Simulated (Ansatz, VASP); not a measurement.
## GeSbTe3 in VASP and in Ansatz

```
CELL_PARAMETERS angstrom
2.10348 1.21444 9.87146
-2.10348 1.21444 9.87146
0.00000 -2.42889 9.87146
ATOMIC_POSITIONS crystal
Ge 0.59782 0.59782 0.59782
Sb 0.39770 0.39770 0.39770
Te 0.99836 0.99836 0.99836
Te 0.79258 0.79258 0.79258
Te 0.21354 0.21354 0.21354
```

Alike in both runs: task single point; functional PBE; k mesh 3 × 3 × 3; occupations gaussian, width 0.1 eV; no spin polarisation.

```csv
,VASP,Ansatz
version,VASP 6.6.1,Ansatz 0.2.0
potentials or method,"VASP PAW PBE potentials, release 64 (Ge_d, Sb, Te), cutoff 520 eV","scalar-relativistic, plane waves, PAW"
valence electrons in the cell,37,77
```

```tsv
	VASP	Ansatz	Ansatz less VASP
gap on the k mesh at the Fermi level (eV)	none	none	-
pressure (GPa)	0.1	0.1	+0.02
traceless stress, the component that is largest in VASP (GPa)	-1.51	-1.51	-0.003
rms of the force components (eV/Å)	0.127	0.131	+0.0042
```

Atom by atom the forces differ by 0.005 eV/Å (rms over components). A gap of «none» marks a metal or a gap that the smearing closes. VASP's potentials hold 37 valence electrons a cell and Ansatz's 77, so a difference there can come from the potentials and not from the codes.

The k mesh is coarse, so the values compare programs but aren't converged. Neither program's run includes spin-orbit coupling.
